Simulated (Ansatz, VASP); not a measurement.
# W: VASP beside Ansatz

```xyz
1
Lattice="-1.6612 1.6612 1.7251 1.6612 -1.6612 1.7251 1.6612 1.6612 -1.7251" Properties=species:S:1:pos:R:3 pbc="T T T"
W     0.0000    0.0000    0.0000
```

Change from the starting cell: strain +0.040 along x and y, +0.080 along z, atoms carried along.

Alike in both runs: task single point; functional PBEsol; k mesh 20 × 20 × 20; occupations gaussian, width 0.15 eV; no spin polarisation.

|  | VASP | Ansatz |
| --- | --- | --- |
| version | VASP 6.6.1 | Ansatz 0.2.0 |
| potentials or method | VASP PAW PBE potentials, release 64 (W_sv), cutoff 520 eV | scalar-relativistic, plane waves, PAW |
| valence electrons in the cell | 14 | 14 |

|  | VASP | Ansatz | Ansatz less VASP |
| --- | --- | --- | --- |
| gap on the k mesh at the Fermi level (eV) | none | none | - |
| pressure (GPa) | -41.3 | -41.3 | -0.08 |
| traceless stress, the component that is largest in VASP (GPa) | -5.14 | -5.15 | -0.006 |

VASP's potentials were made for PBE, not for PBEsol. A gap of «none» marks a metal or a gap that the smearing closes. Both programs put the cell under strong tension, so it lies far from rest at this level.

Neither program's run includes spin-orbit coupling. Noted on VASP's run: the cell as given lies far from equilibrium.
